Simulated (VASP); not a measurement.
KCl (Sylvite): single point with PBE

KCl (Sylvite):

```xyz
2
Lattice="0.0000 3.1448 3.1448 3.1448 0.0000 3.1448 3.1448 3.1448 0.0000" Properties=species:S:1:pos:R:3 pbc="T T T"
K     0.0000    0.0000    0.0000
Cl    3.1448    3.1448    3.1448
```

```json
{
  "Program": "VASP 6.6.1",
  "Task": "single point",
  "Functional": "PBE",
  "Potentials or basis": "VASP PAW PBE potentials, release 64 (K_sv, Cl)",
  "Cutoff": "520 eV",
  "k mesh": "4 × 4 × 4",
  "Occupations": "gaussian, width 0.01 eV",
  "Spin": "no spin polarisation"
}
```

The pressure is 0.8 GPa and the band gap on the k mesh is 5.19 eV, direct.

Levels at points of the mesh, in eV from the valence-band top:
```
           k point  band 5  band 6  band 7  band 8  band 9  band 10  band 11  band 12
(0.00, 0.00, 0.00)  -10.66    0.00    0.00    0.00    5.19     8.38     8.38     8.38
(0.50, 0.00, 0.00)  -10.41   -1.06   -0.33   -0.33    7.60     8.61    10.53    10.53
(0.50, 0.50, 0.00)  -10.71   -0.66   -0.22   -0.22    6.53     8.36    10.08    10.24
```

It took 10 s on 1 thread of Intel(R) Xeon(R) Platinum 8259CL CPU @ 2.50GHz (Skylake/Cascade Lake), with other jobs on the host, peak memory 0.2 GiB.

Caveat: the k points lie up to 0.43 Å⁻¹ apart. As with any semilocal functional, this PBE gap is likely too small.
